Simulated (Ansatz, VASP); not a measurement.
One calculation of Cd, two programs

```
Cd
1.0
     5.21339    0.00000    0.00000
    -2.60670    4.51493    0.00000
     0.00000    0.00000    3.13622
Cd
3
Direct
  0.00000 0.00000 0.00000
  0.33333 0.66667 0.50000
  0.66667 0.33333 0.50000
```

Alike in both runs: task single point; functional PBE; k mesh 9 × 9 × 13; occupations fermi-dirac, width 0.1 eV; no spin polarisation.

```csv
,VASP,Ansatz
version,VASP 6.6.1,Ansatz 0.2.0
potentials or method,"VASP PAW PBE potentials, release 64 (Cd), cutoff 520 eV","plane waves (420 eV) with PAW, scalar-relativistic"
valence electrons in the cell,36,60
```

VASP gave:

```
pressure (GPa) : -1.0
```

Question: Which values does Ansatz return?

Answer: Pressure (GPa): -1.2.

VASP's potentials hold 36 valence electrons a cell and Ansatz's 60, so a difference there can come from the potentials and not from the codes.
